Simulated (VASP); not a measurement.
# W (Pm-3m) in VASP: a series of runs, part 2 of 2

VASP 6.6.1. Earlier steps stand in the parts before.

## 4. Relaxation of cell and atoms, LDA, target pressure 5 GPa, at which the enthalpy is minimised

This run uses another cell than the first one, of 17.37 Å³/atom, 1.038 times its volume.

Input file INCAR:

```
PREC = Accurate
ENCUT = 600
EDIFF = 1E-6
ISMEAR = -1
SIGMA = 0.05
LREAL = False
LASPH = True
NELM = 100
ALGO = Normal
ISIF = 3
LWAVE = False
LCHARG = False
IBRION = 2
NSW = 80
EDIFFG = -0.02
PSTRESS = 50.0
```

Input file KPOINTS:

```
regular mesh
0
Gamma
  9 9 9
```

Input file POSCAR:

```
W
1.0
    2.5900000000      0.0000000000      0.0000000000
    0.0000000000      2.5900000000      0.0000000000
    0.0000000000      0.0000000000      2.5900000000
W
1
Direct
    0.0000000000      0.0000000000      0.0000000000
```

Potentials or basis: VASP PAW LDA potentials, release 64 (W_sv).

On the command line:

```
$ cat potpaw_LDA.64/W_sv/POTCAR > POTCAR
$ mpirun -np 1 vasp_std > vasp.out
```

OUTCAR:

```text
PREC = Accurate
   ENCUT = 600
   EDIFF = 1E-6
   ISMEAR = -1
   LREAL = False
   LASPH = True
   NELM = 100
   ISIF = 3
   IBRION = 2
   NSW = 80
   EDIFFG = -0.02
   PSTRESS = 50.0

 ion  position               nearest neighbor table
   1  0.000  0.000  0.000-

  LATTYP: Found a simple cubic cell.
 ALAT       =     2.5900000000

  Lattice vectors:

 A1 = (   2.5900000000,   0.0000000000,   0.0000000000)
 A2 = (   0.0000000000,   2.5900000000,   0.0000000000)
 A3 = (   0.0000000000,   0.0000000000,   2.5900000000)

Analysis of symmetry for initial positions (statically):
=====================================================================
 Subroutine PRICEL returns:
 Original cell was already a primitive cell.

 Routine SETGRP: Setting up the symmetry group for a
 simple cubic supercell.

 Subroutine GETGRP returns: Found 48 space group operations
 (whereof 48 operations were pure point group operations)
 out of a pool of 48 trial point group operations.

The static configuration has the point symmetry O_h .

Analysis of symmetry for dynamics (positions and initial velocities):
=====================================================================
 Subroutine PRICEL returns:
 Original cell was already a primitive cell.

 Routine SETGRP: Setting up the symmetry group for a
 simple cubic supercell.

 Subroutine GETGRP returns: Found 48 space group operations
 (whereof 48 operations were pure point group operations)
 out of a pool of 48 trial point group operations.

The dynamic configuration has the point symmetry O_h .

 Subroutine INISYM returns: Found 48 space group operations
 (whereof 48 operations are pure point group operations),
 and found     1 'primitive' translations

[... 120 lines left out ...]
   IVDW    =     0    specifies the selected vdW correction
   LEPSILON=     F    determine dielectric tensor
   LRPA    =     F    only Hartree local field effects (RPA)
 conjugate gradient relaxation of ions
 non-spin polarized calculation
  energy-cutoff  :      600.00
  volume of cell :       17.37
 maximum number of plane-waves:       588
 NGX is ok and might be reduce to    24
   NGX = 11   NGY = 11   NGZ = 11

--------------------------------------- Ionic step        1  -------------------------------------------

 number of electron      13.9999999 magnetization

 Free energy of the ion-electron system (eV)
  ---------------------------------------------------
  ext. energy  EPLUGINS =         0.00000000
  ---------------------------------------------------
  free energy    TOTEN  =       -12.63149061 eV

  energy without entropy =      -12.61921984  energy(sigma->0) =      -12.62535523

------------------------ aborting loop because EDIFF is reached ----------------------------------------

  FORCE on cell =-STRESS in cart. coord.  units (eV):
  Direction    XX          YY          ZZ          XY          YZ          ZX
  --------------------------------------------------------------------------------------
  -------------------------------------------------------------------------------------
  Total        0.2289778      0.2289778      0.2289778      0.0000000     -0.0000000      0.0000000
  in kB       21.1156642     21.1156642     21.1156642      0.0000000     -0.0000000      0.0000000
  external PRESSURE =     -28.8843358 kB  Pullay stress =      50.0000000 kB
[... 61 lines left out ...]
--------------------------------------- Ionic step        3  -------------------------------------------

 number of electron      14.0000001 magnetization

 Free energy of the ion-electron system (eV)
  ---------------------------------------------------
  ext. energy  EPLUGINS =         0.00000000
  ---------------------------------------------------
  free energy    TOTEN  =       -12.62713728 eV

  energy without entropy =      -12.61562910  energy(sigma->0) =      -12.62138319

 E-fermi :  10.1750     XC(G=0): -13.2312

 val. band max:       10.1729345070   @ k =   0.4444   0.1111   0.1111
 cond. band min:      10.2514516135   @ k =   0.4444   0.4444   0.2222
 fundamental gap:      0.0785171065
 Fermi energy:        10.1750369438

 k-point     1 :       0.0000    0.0000    0.0000
  band No.  band energies     occupation
      1     -63.5486      2.00000
      2     -27.3005      2.00000
      3     -27.3005      2.00000
      4     -27.3005      2.00000
      5       1.2557      2.00000
      6       5.4011      2.00000
      7       5.4011      2.00000
      8      15.1503      0.00000
      9      15.1503      0.00000
     10      15.1503      0.00000
     11      25.3105      0.00000
[... 309 lines left out ...]
 k-point    24 :       0.4444    0.3333    0.1111
  band No.  band energies     occupation
      1     -63.3163      2.00000
      2     -28.6362      2.00000
      3     -28.2813      2.00000
      4     -27.2397      2.00000
      5       5.0957      2.00000
      6       7.3450      2.00000
      7      10.1611      1.13857
      8      10.7430      0.00002
      9      12.9738      0.00000
     10      15.5134      0.00000
     11      20.2799      0.00000

 [... further k-points ...]
[... 5 lines left out ...]
  --------------------------------------------------------------------------------------
  -------------------------------------------------------------------------------------
  Total        0.5346967      0.5346967      0.5346967     -0.0000000     -0.0000000      0.0000000
  in kB       49.8767493     49.8767493     49.8767493     -0.0000000     -0.0000000      0.0000000
  external PRESSURE =      -0.1232507 kB  Pullay stress =      50.0000000 kB
[... 20 lines left out ...]
  energy  without entropy=      -12.6156291043  energy(sigma->0) =      -12.62138319

  enthalpy is  TOTEN    =       -12.0911193270 eV   P V=        0.5360179518

 reached required accuracy - stopping structural energy minimisation
```

CONTCAR:

```text
W
   1.00000000000000
     2.5801203906416963   -0.0000000000000000    0.0000000000000000
     0.0000000000000000    2.5801203906416963    0.0000000000000000
    -0.0000000000000000   -0.0000000000000000    2.5801203906416963
  W
     1
Direct
     0.0000000000000000    0.0000000000000000    0.0000000000000000

  0.00000000E+00  0.00000000E+00  0.00000000E+00
```

Run time: 12 s. Hardware: 1 thread of Intel Xeon 6975P-C, shared host; peak memory 0.14 GiB.

What came out:

* Free energy: -12.6271 eV
* Relaxed volume: 17.18 Å³/atom
* Relaxed cell: a = 2.580 Å, b = 2.580 Å, c = 2.580 Å, α = 90.00°, β = 90.00°, γ = 90.00°
* Space group after relaxing (to 0.05 Å): Pm-3m (No. 221)
* Energy change on relaxing (the enthalpy is what falls): +4.4 meV/atom
* Ionic steps: 3
* Pressure after relaxing: 5.0 GPa
* Band gap on the k mesh: zero (band 7 reaches 11.87 eV, above the bottom of band 8 at 9.58 eV)

Step by step:
```
step  energy change (eV)  largest force (eV/Å)  pressure (GPa)  volume (Å³)
   1              0.0000                0.0000            2.11        17.37
   2              0.0388                0.0000           14.43        16.60
   3              0.0044                0.0000            4.99        17.18
```

Final structure:
```
CELL_PARAMETERS angstrom
2.58012 0.00000 0.00000
0.00000 2.58012 0.00000
0.00000 0.00000 2.58012
ATOMIC_POSITIONS crystal
W 0.00000 0.00000 0.00000
```

Levels at points of the mesh, in eV from the Fermi level:
```csv
k point,band 5,band 6,band 7,band 8,band 9,band 10
"(0.00, 0.00, 0.00)",-8.92,-4.77,-4.77,4.98,4.98,4.98
```

Caveat: the cell is relaxed towards a set pressure, so the enthalpy falls and the energy may rise; spin-orbit coupling is left out, which moves the levels of the heavy elements.

## 5. Overview

```tsv
task	cell	cutoff (eV)	gap on the mesh (eV)	pressure (GPa)
single point	a = 2.558 Å, 1 atom	520	none	12.0
relaxation of cell and atoms	relaxed from a = 2.590 Å, 1 atom	600	none	0.0
relaxation of cell and atoms	relaxed to 5 GPa from a = 2.590 Å, 1 atom	600	none	5.0
```

Alike in all rows: level LDA; potentials or basis VASP PAW LDA potentials, release 64 (W_sv); no spin polarisation; k mesh 9 × 9 × 9; smearing fermi-dirac 0.05 eV.

Caveats: spin-orbit coupling is left out, which moves the levels of the heavy elements; the cell is relaxed towards a set pressure, so the enthalpy falls and the energy may rise (some runs).

Absolute energies hang on the potentials; compare differences alone.
